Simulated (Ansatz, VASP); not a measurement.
SrTlW in VASP and in Ansatz

```xyz
3
Lattice="5.2567 0.0000 0.0000 -2.6284 4.5525 0.0000 0.0000 0.0000 3.0679" Properties=species:S:1:pos:R:3 pbc="T T T"
Sr    0.0000    3.0350    0.0000
Tl    2.6284    1.5175    1.5340
W     0.0000    0.0000    1.5340
```

Change from the starting cell: species swapped into the NdAlGa type (P-6m2, No. 187).

Alike in both runs: functional PBE; k mesh 12 × 12 × 16; occupations gaussian, width 0.1 eV; no spin polarisation.

Ansatz relaxed the structure, and its values are those at the end. VASP's run is a single point on that final structure, the one shown.

|  | VASP | Ansatz |
| --- | --- | --- |
| version | VASP 6.6.1 | Ansatz 0.2.0 |
| potentials or method | VASP PAW PBE potentials, release 64 (Sr_sv, Tl_d, W_sv), cutoff 520 eV | scalar-relativistic, plane waves, PAW |
| valence electrons in the cell | 37 | 37 |

```tsv
	VASP	Ansatz	Ansatz less VASP
gap on the k mesh at the Fermi level (eV)	none	none	-
pressure (GPa)	0.1	0.0	-0.15
```

A gap of «none» marks a metal or a gap that the smearing closes.

Neither program's run includes spin-orbit coupling.
